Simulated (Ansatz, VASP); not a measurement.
**Two plane-wave programs on RbBr**

```
CELL_PARAMETERS angstrom
0.00000 3.42700 3.42700
3.42700 0.00000 3.42700
3.42700 3.42700 0.00000
ATOMIC_POSITIONS crystal
Rb 0.00000 0.00000 0.00000
Br 0.50000 0.50000 0.50000
```

Alike in both runs: task single point; functional r2SCAN; k mesh 7 × 7 × 7; occupations fermi-dirac, width 0.05 eV; no spin polarisation.

```csv
,VASP,Ansatz
version,VASP 6.6.1,Ansatz 0.2.0
potentials or method,"VASP PAW PBE potentials, release 64 (Rb_sv, Br)",Ansatz PAW
plane-wave cutoff (eV),520,500
valence electrons in the cell,16,16
```

```tsv
	VASP	Ansatz	Ansatz less VASP
gap on the k mesh at the Fermi level (eV)	4.97	4.97	0.000
least direct gap on the mesh (eV)	4.97	4.97	0.000
pressure (GPa)	0.5	0.5	-0.02
```

VASP's potentials were made for PBE, not for r2SCAN.

Noted on Ansatz's run: odd divisions of the mesh miss points on the zone boundary, where band edges often lie, so the gap on the mesh can be too wide.
